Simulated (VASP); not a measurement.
# MgO (I4mm) in VASP: notebook

MgO is run at these levels: PBEsol; tasks: single point.

Everything below comes from runs of VASP 6.6.1. Logs are shortened: lines on timing, memory, paths and dates and some standing lists are left out, and cuts for length are marked.

### 1 The cell of the first run

It takes space group I4mm (No. 107, tetragonal). Conventional cell: a = 3.020 Å, b = 3.020 Å, c = 4.270 Å, α = 90.00°, β = 90.00°, γ = 90.00°. Within 2.7 Å of Mg (site symmetry 4mm) lie 6 O at 2.04 to 2.24 Å. O (site symmetry 4mm) has 6 Mg at 2.04 to 2.24 Å within 2.7 Å.

### 2 Single point, PBEsol

Contents of INCAR:

```
  PREC = Accurate
  ENCUT = 520
  EDIFF = 1E-6
  ISMEAR = 0
  SIGMA = 0.05
  LREAL = F
  LASPH = T
  NELM = 80
  ALGO = Normal
  ISIF = 2
  LWAVE = F
  LCHARG = T
  GGA = PS
  LELF = T
  LVHAR = T
  NBANDS = 11
```

Contents of KPOINTS:

```
regular mesh
0
Gamma
  10 10 10
```

Contents of POSCAR:

```
MgO
1.0
    0.0000000000      2.1351500000      2.1351500000
    2.1351500000      0.0000000000      2.1351500000
    2.1351500000      2.1351500000      0.0000000000
Mg O
1 1
Direct
    0.0000000000      0.0000000000      0.0000000000
    0.5234175585      0.5234175585      0.4765824415
```

Potentials or basis: VASP PAW PBE potentials, release 64 (Mg, O).

Started as:

```sh
$ cat potpaw_PBE.64/Mg/POTCAR potpaw_PBE.64/O/POTCAR > POTCAR
$ mpirun -np 1 vasp_std > vasp.out
```

OUTCAR:

```text
PREC = Accurate
   ENCUT = 520
   EDIFF = 1E-6
   ISMEAR = 0
   LREAL = F
   LASPH = T
   NELM = 80
   ISIF = 2
   GGA = PS

 ion  position               nearest neighbor table
   1  0.000  0.000  0.000-   2 2.04   2 2.14   2 2.14   2 2.14   2 2.14   2 2.24
   2  0.523  0.523  0.477-   1 2.04   1 2.14   1 2.14   1 2.14   1 2.14   1 2.24

  LATTYP: Found a face centered cubic cell.
 ALAT       =     4.2703000000

  Lattice vectors:

 A1 = (   0.0000000000,   2.1351500000,   2.1351500000)
 A2 = (   2.1351500000,   0.0000000000,   2.1351500000)
 A3 = (   2.1351500000,   2.1351500000,   0.0000000000)

Analysis of symmetry for initial positions (statically):
=====================================================================
 Subroutine PRICEL returns:
 Original cell was already a primitive cell.

 Routine SETGRP: Setting up the symmetry group for a
 face centered cubic supercell.

 Subroutine GETGRP returns: Found  8 space group operations
 (whereof  8 operations were pure point group operations)
 out of a pool of 48 trial point group operations.

The static configuration has the point symmetry C_4v.

Analysis of symmetry for dynamics (positions and initial velocities):
=====================================================================
 Subroutine PRICEL returns:
 Original cell was already a primitive cell.

 Routine SETGRP: Setting up the symmetry group for a
 face centered cubic supercell.

 Subroutine GETGRP returns: Found  8 space group operations
 (whereof  8 operations were pure point group operations)
 out of a pool of 48 trial point group operations.

The dynamic configuration has the point symmetry C_4v.

 Subroutine INISYM returns: Found  8 space group operations
 (whereof  8 operations are pure point group operations),
 and found     1 'primitive' translations

----------------------------------------------------------------------------------------

                                     Primitive cell

  volume of cell :      19.4677

  direct lattice vectors                    reciprocal lattice vectors
     0.000000000  2.135150000  2.135150000    -0.234175585  0.234175585  0.234175585
     2.135150000  0.000000000  2.135150000     0.234175585 -0.234175585  0.234175585
     2.135150000  2.135150000  0.000000000     0.234175585  0.234175585 -0.234175585

  length of vectors
     3.019558088  3.019558088  3.019558088     0.405604011  0.405604011  0.405604011

  position of ions in fractional coordinates (direct lattice)
     0.000000000  0.000000000  0.000000000
     0.523417559  0.523417559  0.476582441

  ion indices of the primitive-cell ions
   primitive index   ion index
                 1           1
                 2           2

----------------------------------------------------------------------------------------

 KPOINTS: regular mesh

Automatic generation of k-mesh.
 Grid dimensions read from file:
 generate k-points for:   10   10   10

 Generating k-lattice:

  Cartesian coordinates                     Fractional coordinates (reciprocal lattice)
    -0.023417558  0.023417558  0.023417558     0.100000000  0.000000000  0.000000000
     0.023417558 -0.023417558  0.023417558     0.000000000  0.100000000  0.000000000
     0.023417558  0.023417558 -0.023417558     0.000000000  0.000000000  0.100000000

  Length of vectors
     0.040560401  0.040560401  0.040560401

  Shift w.r.t. Gamma in fractional coordinates (k-lattice)
     0.000000000  0.000000000  0.000000000

 Subroutine IBZKPT returns following result:
 ===========================================

 Found    102 irreducible k-points:

 Following reciprocal coordinates:
            Coordinates               Weight
  0.000000  0.000000  0.000000      1.000000
  0.100000  0.000000  0.000000      8.000000
  0.200000  0.000000  0.000000      8.000000
  0.300000  0.000000  0.000000      8.000000
  0.400000  0.000000  0.000000      8.000000
  0.500000  0.000000  0.000000      4.000000
[... 16 lines left out ...]
 -0.100000  0.100000  0.000000      4.000000
  0.000000 -0.100000  0.100000      8.000000
 [... further k-points ...]
   k-points           NKPTS =    102   k-points in BZ     NKDIM =    102   number of bands    NBANDS=     11
   number of dos      NEDOS =    301   number of ions     NIONS =      2
   total plane-waves  NPLWV =  13824
   dimension x,y,z NGX =    24 NGY =   24 NGZ =   24
   dimension x,y,z NGXF=    48 NGYF=   48 NGZF=   48
   ions per type =               1   1
   NGX,Y,Z   is equivalent  to a cutoff of  13.21, 13.21, 13.21 a.u.
   NGXF,Y,Z  is equivalent  to a cutoff of  26.43, 26.43, 26.43 a.u.
 SYSTEM =  unknown system
   PREC   = accura    normal or accurate (medium, high low for compatibility)
   ISTART =      0    job   : 0-new  1-cont  2-samecut
   ICHARG =      2    charge: 1-file 2-atom 10-const
   ISPIN  =      1    spin polarized calculation?
   LNONCOLLINEAR =      F non collinear calculations
   LSORBIT =      F    spin-orbit coupling
   LASPH  =      T    aspherical Exc in radial PAW
   ENCUT  =  520.0 eV  38.22 Ry    6.18 a.u.   5.61  5.61  5.61*2*pi/ulx,y,z
   NELM   =     80;   NELMIN=  2; NELMDL= -5     # of ELM steps
   EDIFF  = 0.1E-05   stopping-criterion for ELM
   LREAL  =      F    real-space projection
   EDIFFG = 0.1E-04   stopping-criterion for IOM
   NSW    =      0    number of steps for IOM
   IBRION =     -1    ionic relax: 0-MD 1-quasi-New 2-CG
   NFREE  =      0    steps in history (QN), initial steepest desc. (CG)
   ISIF   =      2    stress and relaxation
   ISYM   =      2    0-nonsym 1-usesym 2-fastsym
   POTIM  = 0.5000    time-step for ionic-motion
   TEBEG  =    0.0;   TEEND  =   0.0 temperature during run
   PSTRESS=    0.0 pullay stress
   NELECT =       8.0000    total number of electrons
   NUPDOWN=      -1.0000    fix difference up-down
   EMIN   =  10.00;   EMAX   =-10.00  energy-range for DOS
   EFERMI =   0.00;   METHOD = LEGACY
   ISMEAR =     0;   SIGMA  =   0.05  broadening in eV -4-tet -1-fermi 0-gaus
   EFERMI_NEDOS =   21; number of points for ismear=-14 and -15
   IALGO  =     38    algorithm
   IMIX   =      4    mixing-type and parameters
     AMIX     =   0.40;   BMIX     =  1.00
     AMIX_MAG =   1.60;   BMIX_MAG =  1.00
  volume/ion in A,a.u.               =       9.73        65.69
  Fermi-wavevector in a.u.,A,eV,Ry     =   1.217119  2.300022 20.155386  1.481379
  Thomas-Fermi vector in A             =   2.352450
   LORBIT       =      0    0 simple, 1 ext, 2 COOP (PROOUT), +10 PAW based schemes
   GGA     = PS    functional components
   LHFCALC =     F    Hartree Fock is set to
   AEXX    =    0.0000 exact exchange contribution
   IVDW    =     0    specifies the selected vdW correction
   LEPSILON=     F    determine dielectric tensor
   LRPA    =     F    only Hartree local field effects (RPA)
 non-spin polarized calculation
 Gauss-broadening in eV      SIGMA  =   0.05
  energy-cutoff  :      520.00
  volume of cell :       19.47
 maximum number of plane-waves:       544
   NGX = 11   NGY = 11   NGZ = 11

 number of electron       8.0000002 magnetization

 Free energy of the ion-electron system (eV)
  ---------------------------------------------------
  ext. energy  EPLUGINS =         0.00000000
  ---------------------------------------------------
  free energy    TOTEN  =       -12.47395162 eV

  energy without entropy =      -12.47395162  energy(sigma->0) =      -12.47395162

 E-fermi :   3.0282     XC(G=0): -11.1091

 val. band max:        2.7558168173   @ k =   0.0000   0.0000   0.0000
 cond. band min:       7.0016902565   @ k =   0.0000   0.0000   0.0000
 fundamental gap:      4.2458734393
 Fermi energy:         3.0282315051

 k-point     1 :       0.0000    0.0000    0.0000
  band No.  band energies     occupation
      1     -14.2379      2.00000
      2       2.7417      2.00000
      3       2.7558      2.00000
      4       2.7558      2.00000
      5       7.0017      0.00000
      6      18.1842      0.00000
      7      18.2041      0.00000
      8      18.2041      0.00000
      9      21.8823      0.00000
     10      23.7465      0.00000
     11      23.7676      0.00000

 k-point     2 :       0.1000    0.0000    0.0000
  band No.  band energies     occupation
      1     -14.1379      2.00000
      2       2.0937      2.00000
      3       2.6872      2.00000
      4       2.6929      2.00000
      5       7.6401      0.00000
      6      16.9269      0.00000
      7      18.4186      0.00000
      8      18.4261      0.00000
      9      22.9570      0.00000
     10      22.9779      0.00000
     11      23.5137      0.00000

 k-point     3 :       0.2000    0.0000    0.0000
  band No.  band energies     occupation
      1     -13.8633      2.00000
      2       0.8014      2.00000
      3       2.5274      2.00000
      4       2.5332      2.00000
      5       8.8373      0.00000
      6      15.3964      0.00000
      7      18.8378      0.00000
      8      18.8502      0.00000
      9      22.2611      0.00000
     10      22.3046      0.00000
     11      24.2518      0.00000

 k-point     4 :       0.3000    0.0000    0.0000
  band No.  band energies     occupation
      1     -13.4938      2.00000
      2      -0.4723      2.00000
      3       2.3394      2.00000
      4       2.3452      2.00000
      5       9.7924      0.00000
      6      14.6442      0.00000
      7      18.8877      0.00000
      8      18.8891      0.00000
      9      22.7186      0.00000
     10      22.7406      0.00000
     11      23.6567      0.00000
[... 239 lines left out ...]
 k-point    22 :       0.0000   -0.2000    0.1000
  band No.  band energies     occupation
      1     -13.6754      2.00000
      2       0.2846      2.00000
      3       2.1189      2.00000
      4       2.4927      2.00000
      5       9.5794      0.00000
      6      14.8129      0.00000
      7      18.2945      0.00000
      8      19.4339      0.00000
      9      21.0710      0.00000
     10      23.1302      0.00000
     11      25.2429      0.00000

 k-point    23 :      -0.1000    0.1000    0.0000
  band No.  band energies     occupation
      1     -13.9804      2.00000
      2       1.3840      2.00000
      3       2.4318      2.00000
      4       2.6491      2.00000
      5       8.4441      0.00000
      6      15.8534      0.00000
      7      18.5106      0.00000
      8      18.8415      0.00000
      9      21.5921      0.00000
     10      23.0685      0.00000
     11      24.9749      0.00000

 k-point    24 :       0.0000   -0.1000    0.1000
  band No.  band energies     occupation
      1     -13.9803      2.00000
      2       1.3867      2.00000
      3       2.4349      2.00000
      4       2.6443      2.00000
      5       8.4367      0.00000
      6      15.8634      0.00000
      7      18.4981      0.00000
      8      18.8511      0.00000
      9      21.6478      0.00000
     10      23.0648      0.00000
     11      24.8985      0.00000

 [... further k-points ...]
[... 5 lines left out ...]
  --------------------------------------------------------------------------------------
  -------------------------------------------------------------------------------------
  Total       -0.7789454     -0.7789454     -0.4075096      0.0000000     -0.0000000      0.0000000
  in kB      -64.1065572    -64.1065572    -33.5377001      0.0000000     -0.0000000      0.0000000
  external PRESSURE =     -53.9169382 kB  Pullay stress =       0.0000000 kB

 VOLUME and BASIS-vectors are now :
 -----------------------------------------------------------------------------
  energy-cutoff  :      520.00
  volume of cell :       19.47
      direct lattice vectors                 reciprocal lattice vectors
     0.000000000  2.135150000  2.135150000    -0.234175585  0.234175585  0.234175585
     2.135150000  0.000000000  2.135150000     0.234175585 -0.234175585  0.234175585
     2.135150000  2.135150000  0.000000000     0.234175585  0.234175585 -0.234175585

 POSITION                                       TOTAL-FORCE (eV/Angst)
 -----------------------------------------------------------------------------------
      0.00000      0.00000      0.00000         0.000000      0.000000      0.475010
      2.13515      2.13515      2.23515         0.000000      0.000000     -0.475010
 -----------------------------------------------------------------------------------
    total drift:                               -0.000001     -0.000001     -0.000793

  FREE ENERGIE OF THE ION-ELECTRON SYSTEM (eV)
  ---------------------------------------------------
  free  energy   TOTEN  =       -12.4739516177 eV

  energy  without entropy=      -12.4739516177  energy(sigma->0) =      -12.47395162
```

Run time: 18 s. Hardware: 1 thread of Intel Xeon 8259CL, shared host; peak memory 0.15 GiB.

Results:

```yaml
Free_energy: -12.4740 eV
Pressure: -5.4 GPa
Largest_force: 0.475 eV/Å
Band_gap_on_the_k_mesh: 4.25 eV, direct
```

Forces on the atoms (eV/Å):
```
Mg   0.000  0.000  0.475
O    0.000  0.000 -0.475
```

Levels at points of the mesh, in eV from the valence-band top:
| k point | band 1 | band 2 | band 3 | band 4 | band 5 | band 6 | band 7 | band 8 |
| --- | --- | --- | --- | --- | --- | --- | --- | --- |
| (0.00, 0.00, 0.00) | -16.99 | -0.01 | 0.00 | 0.00 | 4.25 | 15.43 | 15.45 | 15.45 |
| (0.50, 0.00, 0.00) | -15.79 | -4.49 | -0.62 | -0.61 | 7.50 | 12.01 | 15.76 | 15.80 |
| (0.50, 0.50, 0.00) | -15.54 | -3.96 | -1.30 | -1.30 | 8.88 | 9.38 | 12.56 | 18.24 |
| (0.00, 0.50, 0.50) | -15.53 | -3.97 | -1.31 | -1.31 | 8.91 | 9.40 | 12.56 | 18.22 |

Caveat: the cell differs from its parent crystal (all O atoms moved -0.100 Å, as atom 2 towards its neighbour atom 1 (Mg) at 2.135 Å); the PAW data sets were made with another functional, which shifts forces and pressure a little.

### 3 Single point, PBEsol

Contents of INCAR:

```
SYSTEM = MgO
PREC = Accurate
ENCUT = 520
EDIFF = 1E-6
ISMEAR = 0
SIGMA = 0.05
LREAL = .False.
LASPH = .True.
NELM = 80
ALGO = Normal
ISIF = 2
LWAVE = .False.
LCHARG = .False.
GGA = PS
NBANDS = 11
```

Contents of KPOINTS:

```
regular mesh
0
Gamma
  10 10 10
  0 0 0
```

Edit POSCAR of step 2 so:

```diff
@@ -9,2 +9,2 @@
     0.0000000000      0.0000000000      0.0000000000
-    0.5234175585      0.5234175585      0.4765824415
+    0.4824368311      0.4824368311      0.5175631689
```

Potentials or basis: VASP PAW PBE potentials, release 64 (Mg, O).

Started as:

```sh
$ cat potpaw_PBE.64/Mg/POTCAR potpaw_PBE.64/O/POTCAR > POTCAR
$ mpirun -np 1 vasp_std > vasp.out
```

OUTCAR:

```text
SYSTEM = MgO
   PREC = Accurate
   ENCUT = 520
   EDIFF = 1E-6
   ISMEAR = 0
   LREAL = .False.
   LASPH = .True.
   NELM = 80
   ISIF = 2
   GGA = PS

 ion  position               nearest neighbor table
   1  0.000  0.000  0.000-   2 2.06   2 2.14   2 2.14   2 2.14   2 2.14   2 2.21
   2  0.482  0.482  0.518-   1 2.06   1 2.14   1 2.14   1 2.14   1 2.14   1 2.21

  LATTYP: Found a face centered cubic cell.
 ALAT       =     4.2703000000

  Lattice vectors:

 A1 = (   0.0000000000,   2.1351500000,   2.1351500000)
 A2 = (   2.1351500000,   0.0000000000,   2.1351500000)
 A3 = (   2.1351500000,   2.1351500000,   0.0000000000)
[... 513 lines left out ...]
      8      18.8375      0.00000
      9      21.6208      0.00000
     10      23.0572      0.00000
     11      24.9096      0.00000

 [... further k-points ...]
[... 5 lines left out ...]
  --------------------------------------------------------------------------------------
  -------------------------------------------------------------------------------------
  Total       -0.7796847     -0.7796847     -0.5713826      0.0000000      0.0000000      0.0000000
  in kB      -64.1673944    -64.1673944    -47.0243062      0.0000000      0.0000000      0.0000000
  external PRESSURE =     -58.4530317 kB  Pullay stress =       0.0000000 kB

 VOLUME and BASIS-vectors are now :
 -----------------------------------------------------------------------------
  energy-cutoff  :      520.00
  volume of cell :       19.47
      direct lattice vectors                 reciprocal lattice vectors
     0.000000000  2.135150000  2.135150000    -0.234175585  0.234175585  0.234175585
     2.135150000  0.000000000  2.135150000     0.234175585 -0.234175585  0.234175585
     2.135150000  2.135150000  0.000000000     0.234175585  0.234175585 -0.234175585

 POSITION                                       TOTAL-FORCE (eV/Angst)
 -----------------------------------------------------------------------------------
      0.00000      0.00000      0.00000         0.000000      0.000000     -0.344919
      2.13515      2.13515      2.06015         0.000000      0.000000      0.344919
 -----------------------------------------------------------------------------------
    total drift:                               -0.000000     -0.000000      0.000293

  FREE ENERGIE OF THE ION-ELECTRON SYSTEM (eV)
  ---------------------------------------------------
  free  energy   TOTEN  =       -12.4841792310 eV

  energy  without entropy=      -12.4841792310  energy(sigma->0) =      -12.48417923
```

OSZICAR:

```text
N       E                     dE             d eps       ncg     rms          rms(c)
DAV:   1     0.146254366996E+02    0.14625E+02   -0.45788E+03  2556   0.645E+02
DAV:   2    -0.132214497683E+02   -0.27847E+02   -0.27254E+02  2624   0.136E+02
DAV:   3    -0.138706393070E+02   -0.64919E+00   -0.64860E+00  2697   0.181E+01
DAV:   4    -0.138721321164E+02   -0.14928E-02   -0.14928E-02  2460   0.101E+00
DAV:   5    -0.138721369578E+02   -0.48414E-05   -0.48414E-05  2664   0.560E-02    0.665E+00
DAV:   6    -0.125235235334E+02    0.13486E+01   -0.79478E+00  2346   0.151E+01    0.226E+00
DAV:   7    -0.124985635861E+02    0.24960E-01   -0.61013E-02  2496   0.215E+00    0.131E+00
DAV:   8    -0.124846516903E+02    0.13912E-01   -0.27279E-02  2367   0.184E+00    0.243E-01
DAV:   9    -0.124842722013E+02    0.37949E-03   -0.52933E-04  2601   0.162E-01    0.143E-01
DAV:  10    -0.124841774650E+02    0.94736E-04   -0.46908E-04  2535   0.163E-01    0.684E-03
DAV:  11    -0.124841784865E+02   -0.10215E-05   -0.37704E-06  2511   0.161E-02    0.369E-03
DAV:  12    -0.124841792310E+02   -0.74448E-06   -0.90490E-07  1341   0.709E-03
   1 F= -.12484179E+02 E0= -.12484179E+02  d E =-.640193E-21
```

stdout:

```text
POSCAR found type information on POSCAR MgO
 POSCAR found :  2 types and       2 ions
 scaLAPACK will be used
 -----------------------------------------------------------------------------
|                                                                             |
|                                                                             |
|     You enforced a specific xc type in the INCAR file but a different       |
|     I HOPE YOU KNOW WHAT YOU ARE DOING!                                     |
|                                                                             |
 -----------------------------------------------------------------------------

 LDA part: xc-table for (Slater+PW92), standard interpolation
 POSCAR, INCAR and KPOINTS ok, starting setup
 FFT: planning ... GRIDC
 FFT: planning ... GRID_SOFT
 FFT: planning ... GRID
 WAVECAR not read
 entering main loop
```

Run time: 21 s. Hardware: 1 thread of Intel Xeon 8259CL, shared host; peak memory 0.15 GiB.

What came out:

| Quantity | Value |
| --- | --- |
| Free energy | -12.4842 eV |
| Pressure | -5.8 GPa |
| Largest force | 0.345 eV/Å |
| Band gap on the k mesh | 4.25 eV, direct |

Forces in eV/Å, atoms in the order of the input:
```
Mg   0.000  0.000 -0.345
O    0.000  0.000  0.345
```

Caveat: the cell differs from its parent crystal (all O atoms moved +0.075 Å, as atom 2 towards its neighbour atom 1 (Mg) at 2.135 Å); the PAW data sets were made with another functional, which shifts forces and pressure a little.

(Part 1 of 2 ends here.)
